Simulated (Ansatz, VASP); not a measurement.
Given: the input of a run of Ansatz 0.2.0 on BaTiO3.

File input.yaml:

```yaml
crystal:
  lattice:
    - [2.82766816, 1.63255497, 2.31773161]
    - [-2.82766816, 1.63255497, 2.31773161]
    - [0.0, -3.26510994, 2.31773161]
  atoms:
    - { symbol: Ba, position: [0.03347316, 0.98846853, 0.00183776] }
    - { symbol: Ti, position: [0.50610326, 0.52748478, 0.53723216] }
    - { symbol: O, position: [0.48624715, 0.49714708, 0.97115146] }
    - { symbol: O, position: [0.47408987, 0.98641501, 0.47201237] }
    - { symbol: O, position: [0.97878656, 0.47918459, 0.49646624] }
hamiltonian:
  xc: pbe
  pseudopotentials: { kind: paw }
kpoints:
  mp_grid: { grid: [3, 3, 3] }
scf:
  occupations: { method: fermi_dirac, width: 0.05 }
output:
  forces: true
  stress: true
  eigenvalues: true
```

Potentials or basis: Ansatz PAW.

Launch:

```sh
$ ansatz run input.yaml --threads 2 --pin off --max-ram 5632MiB --backend cpu --events-out ev --progress --plain --runs-dir out
```

Q: Translate it to VASP 6.6.1. Potentials there: VASP PAW PBE potentials, release 64 (Ba_sv, Ti_sv, O).

A: As run (the cutoff follows the program's own potentials):

Contents of INCAR:

```
SYSTEM = BaTiO3
  PREC = Accurate
  ENCUT = 520
  EDIFF = 1E-7
  ISMEAR = -1
  SIGMA = 0.05
  LREAL = .False.
  LASPH = .True.
  NELM = 100
  ALGO = Normal
  ISIF = 2
  LWAVE = .False.
  LCHARG = .False.
  GGA = PE
  NBANDS = 28
```

Contents of KPOINTS:

```
regular mesh
0
Gamma
  3 3 3
  0 0 0
```

File POSCAR:

```
BaTiO3
1.0
    2.8276681600      1.6325549700      2.3177316100
   -2.8276681600      1.6325549700      2.3177316100
    0.0000000000     -3.2651099400      2.3177316100
Ba Ti O
1 1 3
Direct
    0.0334731600      0.9884685300      0.0018377600
    0.5061032600      0.5274847800      0.5372321600
    0.4862471500      0.4971470800      0.9711514600
    0.4740898700      0.9864150100      0.4720123700
    0.9787865600      0.4791845900      0.4964662400
```

Potentials or basis: VASP PAW PBE potentials, release 64 (Ba_sv, Ti_sv, O).

Command:

```bash
$ cat potpaw_PBE.64/Ba_sv/POTCAR potpaw_PBE.64/Ti_sv/POTCAR potpaw_PBE.64/O/POTCAR > POTCAR
$ mpirun -np 1 vasp_std > vasp.out
```

Both were run:

|  | VASP | Ansatz | Ansatz less VASP |
| --- | --- | --- | --- |
| gap on the k mesh at the Fermi level (eV) | 2.99 | 3.01 | +0.017 |
| least direct gap on the mesh (eV) | 3.31 | 3.33 | +0.019 |
| pressure (GPa) | 11.4 | 9.5 | -1.94 |
| traceless stress, the component that is largest in VASP (GPa) | -4.83 | -4.64 | +0.196 |
| rms of the force components (eV/Å) | 0.800 | 0.745 | -0.0554 |

Atom by atom the forces differ by 0.065 eV/Å (rms over components). The functional is the same, so the differences come from potentials, cutoffs and numerics.

The k mesh is coarse, so the values compare programs but aren't converged. Neither program's run includes spin-orbit coupling. Noted on Ansatz's run: odd divisions of the mesh miss points on the zone boundary, where band edges often lie, so the gap on the mesh can be too wide.
